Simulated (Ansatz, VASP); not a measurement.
# Rh: VASP beside Ansatz

The input POSCAR:

```
Rh
1.0
    0.0000000000      1.8540112500      1.9015500000
    1.8540112500      0.0000000000      1.9015500000
    1.8540112500      1.8540112500      0.0000000000
Rh
1
Direct
    0.0000000000      0.0000000000      0.0000000000
```

File INCAR.step1:

```
  PREC = Accurate
  ENCUT = 520
  ISMEAR = 0
  SIGMA = 0.15
  LREAL = False
  LASPH = True
  NELM = 100
  NBANDS = 14
  GGA = PE
  ALGO = Normal
  EDIFF = 1E-4
  LWAVE = True
  LCHARG = False
```

The input INCAR.step2:

```
  PREC = Accurate
  ENCUT = 520
  EDIFF = 1E-7
  ISMEAR = 0
  SIGMA = 0.15
  LREAL = False
  LASPH = True
  NELM = 100
  ALGO = Normal
  ISIF = 2
  LWAVE = False
  LCHARG = False
  METAGGA = R2SCAN
  LMIXTAU = True
  NBANDS = 14
  ISTART = 1
```

The input KPOINTS:

```
Automatic mesh
0
Gamma
  22 22 22
```

Input for Ansatz:

```yaml
crystal:
  lattice:
    - [0.0, 1.85401125, 1.90155]
    - [1.85401125, 0.0, 1.90155]
    - [1.85401125, 1.85401125, 0.0]
  atoms:
    - { symbol: Rh, position: [0.0, 0.0, 0.0] }
basis:
  ecutwfc: 500
kpoints:
  mp_grid: { grid: [22, 22, 22] }
hamiltonian:
  xc: r2scan
scf:
  occupations: { method: gaussian, width: 0.15 }
output:
  forces: true
  stress: true
  eigenvalues: true
```

Change from the starting cell: strain -0.025 along x and y, +0.000 along z, atoms carried along.

Alike in both runs: task single point; functional r2SCAN; k mesh 22 × 22 × 22; occupations gaussian, width 0.15 eV; no spin polarisation.

|  | VASP | Ansatz |
| --- | --- | --- |
| version | VASP 6.6.1 | Ansatz 0.2.0 |
| potentials or method | VASP PAW PBE potentials, release 64 (Rh_pv), cutoff 520 eV | scalar-relativistic, plane waves, PAW |
| valence electrons in the cell | 15 | 17 |

|  | VASP | Ansatz | Ansatz less VASP |
| --- | --- | --- | --- |
| gap on the k mesh at the Fermi level (eV) | none | none | - |
| pressure (GPa) | 17.1 | 15.5 | -1.53 |
| traceless stress, the component that is largest in VASP (GPa) | -4.87 | -4.84 | +0.029 |

VASP's potentials were made for PBE, not for r2SCAN. A gap of «none» marks a metal or a gap that the smearing closes. VASP's potentials hold 15 valence electrons a cell and Ansatz's 17, so a difference there can come from the potentials and not from the codes.
